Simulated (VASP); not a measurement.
The system is Rb.

```
Rb
1.0
     0.00000    4.89919    4.89919
     4.89919    0.00000    4.89919
     4.89919    4.89919    0.00000
Rb
2
Direct
  0.12500 0.12500 0.12500
  0.87500 0.87500 0.87500
```

* Program: VASP 6.6.1
* Task: relaxation of cell and atoms
* Functional: PBE
* Potentials or basis: VASP PAW PBE potentials, release 64 (Rb_sv)
* Cutoff: 600 eV
* k mesh: 6 × 6 × 6
* Occupations: fermi-dirac, width 0.1 eV
* Spin: no spin polarisation

At the start: pressure 0.2 GPa; volume 117.59 Å³/atom.

Problem. How do energy, volume and symmetry change on relaxing?

Solution. Over 5 steps the energy falls by 15.3 meV/atom and the volume is 141.71 Å³/atom (+20.5 %); space group Fd-3m (No. 227, to 0.05 Å).

The path:
```
step  energy change (eV)  largest force (eV/Å)  pressure (GPa)  volume (Å³)
   1              0.0000                0.0000            0.24       235.18
   2             -0.0081                0.0000            0.20       241.16
   3             -0.0245                0.0000            0.09       259.72
   4             -0.0276                0.0000           -0.05       299.64
   5             -0.0306                0.0000            0.00       283.41
```

Final structure:
```
Rb
1.0
     0.00000    5.21349    5.21349
     5.21349    0.00000    5.21349
     5.21349    5.21349    0.00000
Rb
2
Direct
  0.12500 0.12500 0.12500
  0.87500 0.87500 0.87500
```

Caveat: the volume moved by over 15 % at a fixed basis, so the end points are rough.
